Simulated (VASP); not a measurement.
Si3B4:

```
CELL_PARAMETERS angstrom
0.00000 4.65509 4.65509
4.65509 0.00000 4.65509
4.65509 4.65509 0.00000
ATOMIC_POSITIONS crystal
Si 0.50000 0.00000 0.50000
Si 0.50000 0.00000 0.00000
Si 0.00000 0.00000 0.50000
Si 0.00000 0.50000 0.00000
Si 0.00000 0.50000 0.50000
Si 0.50000 0.50000 0.00000
B 0.85757 0.42729 0.85757
B 0.14243 0.14243 0.14243
B 0.85757 0.85757 0.85757
B 0.57271 0.14243 0.14243
B 0.85757 0.85757 0.42729
B 0.42729 0.85757 0.85757
B 0.14243 0.14243 0.57271
B 0.14243 0.57271 0.14243
```

The cell was generated, and may not be a known phase.

```yaml
Program: VASP 6.6.1
Task: relaxation of cell and atoms
Functional: PBE
Potentials_or_basis: VASP PAW PBE potentials, release 64 (Si, B)
Cutoff: 600 eV
k_mesh: 4 × 4 × 4
Occupations: gaussian, width 0.1 eV
Spin: no spin polarisation
```

At the start: pressure 9.5 GPa; volume 14.41 Å³/atom.

Q: How do energy, volume and symmetry change on relaxing?

A: Over 19 steps the energy falls by 495.0 meV/atom and the volume is 12.07 Å³/atom (-16.2 %); space group Fm-3m (No. 225, to 0.1 Å) before and after.

The path:
```tsv
step	energy change (eV)	largest force (eV/Å)	pressure (GPa)	volume (Å³)
1	0.0000	0.6189	9.53	201.75
2	-0.3687	0.0809	-4.34	227.84
3	-0.5071	0.1507	-0.24	218.29
4	-0.5070	0.1595	-0.07	217.95
5	-0.5165	0.1778	-0.11	217.50
6	-0.5511	0.2242	-0.24	216.15
7	-0.6467	0.3368	-0.64	213.48
8	-1.1355	0.9577	-2.43	208.21
9	-3.3379	1.8921	-6.94	197.92
10	-6.1529	1.4092	-5.74	178.37
11	-6.3679	0.3990	-9.23	184.97
12	-6.5187	0.4417	-8.88	182.27
13	-6.5114	0.2143	-9.01	182.95
14	-6.6513	0.1421	-7.53	180.28
15	-6.9008	0.0962	-2.41	172.43
16	-6.9228	0.2053	0.05	169.24
17	-6.9229	0.1959	-0.17	169.50
18	-6.9262	0.1430	-0.13	169.37
19	-6.9300	0.0036	-0.02	169.02
```

Final structure:
```cif
data_structure
_symmetry_space_group_name_H-M 'P 1'
_symmetry_Int_Tables_number 1
_cell_length_a 6.2061
_cell_length_b 6.2061
_cell_length_c 6.2061
_cell_angle_alpha 60.000
_cell_angle_beta 60.000
_cell_angle_gamma 60.000
_cell_volume 169.02
loop_
_atom_site_label
_atom_site_type_symbol
_atom_site_fract_x
_atom_site_fract_y
_atom_site_fract_z
_atom_site_occupancy
Si1 Si 0.50000 0.00000 0.50000 1
Si2 Si 0.50000 0.00000 0.00000 1
Si3 Si 0.00000 0.00000 0.50000 1
Si4 Si 0.00000 0.50000 0.00000 1
Si5 Si 0.00000 0.50000 0.50000 1
Si6 Si 0.50000 0.50000 0.00000 1
B1 B 0.89351 0.31946 0.89351 1
B2 B 0.10649 0.10649 0.10649 1
B3 B 0.89351 0.89351 0.89351 1
B4 B 0.68054 0.10649 0.10649 1
B5 B 0.89351 0.89351 0.31946 1
B6 B 0.31946 0.89351 0.89351 1
B7 B 0.10649 0.10649 0.68054 1
B8 B 0.10649 0.68054 0.10649 1
```

Caveat: the volume moved by over 15 % at a fixed basis, so the end points are rough.
